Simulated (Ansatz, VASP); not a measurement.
# Pb: VASP beside Ansatz

File INCAR:

```
SYSTEM = Pb
ALGO = Normal ; EDIFF = 1E-8
ENCUT = 400 ; GGA = PE
GGA_COMPAT = .FALSE. ; ISIF = 2
ISMEAR = -1 ; LASPH = .TRUE.
LCHARG = .FALSE. ; LEFG = .TRUE.
LREAL = .FALSE. ; LWAVE = .FALSE.
NBANDS = 13 ; NELM = 120
PREC = Accurate ; SIGMA = 0.05
```

Contents of KPOINTS:

```
k-points
0
G
  12 12 12
  0 0 0
```

The input POSCAR:

```
Pb
1.0
    0.0000000000      2.5102957221      2.5102957221
    2.5102957221      0.0000000000      2.5102957221
    2.5102957221      2.5102957221      0.0000000000
Pb
1
Direct
    0.0000000000      0.0000000000      0.0000000000
```

Input for Ansatz:

```yaml
crystal:
  lattice:
    - [0.0, 2.5102957221, 2.5102957221]
    - [2.5102957221, 0.0, 2.5102957221]
    - [2.5102957221, 2.5102957221, 0.0]
  atoms:
    - { symbol: Pb, position: [0.0, 0.0, 0.0] }
kpoints:
  mp_grid: { grid: [12, 12, 12] }
scf:
  occupations: { method: fermi_dirac, width: 0.05 }
hamiltonian:
  xc: pbe
  pseudopotentials: { kind: all_electron, datasets: crystal }
output:
  forces: true
  stress: true
  eigenvalues: true
  efg: { contact_densities: true }
```

Change from the starting cell: volume scaled by 1.05, crystal datasets.

Alike in both runs: task electric field gradients; functional PBE; k mesh 12 × 12 × 12; occupations fermi-dirac, width 0.05 eV; no spin polarisation.

|  | VASP | Ansatz |
| --- | --- | --- |
| version | VASP 6.6.1 | Ansatz 0.2.0 |
| potentials or method | VASP PAW PBE potentials, release 64 (Pb_d), cutoff 400 eV | all-electron PAW with datasets made for the crystal, scalar-relativistic |

```csv
,VASP,Ansatz,Ansatz less VASP
pressure (GPa),0.6,0.7,+0.08
```

Ansatz ran all-electron here, and VASP with PAW potentials.

Neither program's run includes spin-orbit coupling.
